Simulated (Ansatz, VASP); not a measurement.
# LiCl in VASP and in Ansatz

Contents of POSCAR:

```
LiCl
1.0
    0.0000000000      2.6838388383      2.6838388383
    2.6838388383      0.0000000000      2.6838388383
    2.6838388383      2.6838388383      0.0000000000
Li Cl
1 1
Direct
    0.0000000000      0.0000000000      0.0000000000
    0.5000000000      0.5000000000      0.5000000000
```

The input INCAR.step1:

```
SYSTEM = LiCl
ALGO = Normal
EDIFF = 1E-4
ENCUT = 520
GGA = PE
ISMEAR = 0
LASPH = .TRUE.
LCHARG = .FALSE.
LREAL = .FALSE.
LWAVE = .TRUE.
NBANDS = 12
NELM = 80
PREC = Accurate
SIGMA = 0.01
```

INCAR.step2

```
SYSTEM = LiCl
ALGO = Normal
EDIFF = 1E-6
ENCUT = 520
ISIF = 2
ISMEAR = 0
ISTART = 1
LASPH = .TRUE.
LCHARG = .TRUE.
LELF = .TRUE.
LMIXTAU = .TRUE.
LREAL = .FALSE.
LVHAR = .TRUE.
LWAVE = .FALSE.
METAGGA = R2SCAN
NBANDS = 12
NELM = 80
PREC = Accurate
SIGMA = 0.01
```

The input KPOINTS:

```
k-points
0
G
  8 8 8
  0 0 0
```

Input for Ansatz:

```yaml
crystal:
  lattice:
    - [0.0, 2.6838388383, 2.6838388383]
    - [2.6838388383, 0.0, 2.6838388383]
    - [2.6838388383, 2.6838388383, 0.0]
  atoms:
    - { symbol: Li, position: [0.0, 0.0, 0.0] }
    - { symbol: Cl, position: [0.5, 0.5, 0.5] }
kpoints:
  mp_grid: { grid: [8, 8, 8] }
  band_path:
    path:
      - [0.0, 0.0, 0.0]
      - [0.5, 0.0, 0.5]
      - [0.625, 0.25, 0.625]
      - [0.375, 0.375, 0.75]
      - [0.5, 0.5, 0.5]
      - [0.5, 0.25, 0.75]
      - [-0.072917, 0.0, 0.072917]
    npoints: 1
hamiltonian:
  xc: r2scan
scf:
  occupations: { method: fixed }
  n_extra_bands: 4
output:
  forces: true
  stress: true
  eigenvalues: true
  write_density: true
  write_potential: true
  elf: true
  volumetric_format: npy
```

Change from the starting cell: hydrostatic strain +5.0%.

Alike in both runs: task single point; functional r2SCAN; k mesh 8 × 8 × 8; no spin polarisation.

|  | VASP | Ansatz |
| --- | --- | --- |
| version | VASP 6.6.1 | Ansatz 0.2.0 |
| potentials or method | VASP PAW PBE potentials, release 64 (Li_sv, Cl) | plane waves, PAW |
| plane-wave cutoff (eV) | 520 | 500 |
| occupations | gaussian, width 0.01 eV | fixed |
| valence electrons in the cell | 10 | 10 |

|  | VASP | Ansatz | Ansatz less VASP |
| --- | --- | --- | --- |
| gap on the k mesh at the Fermi level (eV) | 6.56 | 6.47 | -0.098 |

VASP's potentials were made for PBE, not for r2SCAN.

Noted on VASP's run: the cutoff is short for stress, so the pressure is rough.
